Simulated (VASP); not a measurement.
Set up this calculation in VASP 6.6.1, as the native input.

- Task: single point
- Functional: LDA
- Potentials or basis: VASP PAW LDA potentials, release 64 (Te, Sn_d)
- Cutoff: 520 eV
- k mesh: 7 × 7 × 7
- Occupations: fermi-dirac, width 0.05 eV
- Spin: no spin polarisation
- Dipole correction: no
- Further INCAR settings: ALGO = Normal; EDIFF = 1e-06; NBANDS = 17

The structure of SnTe lies in POSCAR:

```
SnTe
1.0
    0.0000000000      3.1508500000      3.1508500000
    3.1508500000      0.0000000000      3.1508500000
    3.1508500000      3.1508500000      0.0000000000
Te Sn
1 1
Direct
    0.5000000000      0.5000000000      0.5000000000
    0.0000000000      0.0000000000      0.0000000000
```

The input as run:

INCAR

```
SYSTEM = SnTe
PREC = Accurate
ENCUT = 520
EDIFF = 1E-6
ISMEAR = -1
SIGMA = 0.05
LREAL = .FALSE.
LASPH = .TRUE.
NELM = 60
ALGO = Normal
ISIF = 2
LWAVE = .FALSE.
LCHARG = .FALSE.
NBANDS = 17
```

KPOINTS

```
regular mesh
0
G
  7 7 7
  0 0 0
```

Potentials or basis: VASP PAW LDA potentials, release 64 (Te, Sn_d).

Command:

```sh
$ cat potpaw_LDA.64/Te/POTCAR potpaw_LDA.64/Sn_d/POTCAR > POTCAR
$ mpirun -np 1 vasp_std > vasp.out
```

It gave:

```yaml
Pressure: -1.5 GPa
```

Wall time 34 s on 1 thread of AMD EPYC 7R43 64-Core Processor (Zen 3), with other jobs on the host, peak memory 0.14 GiB.
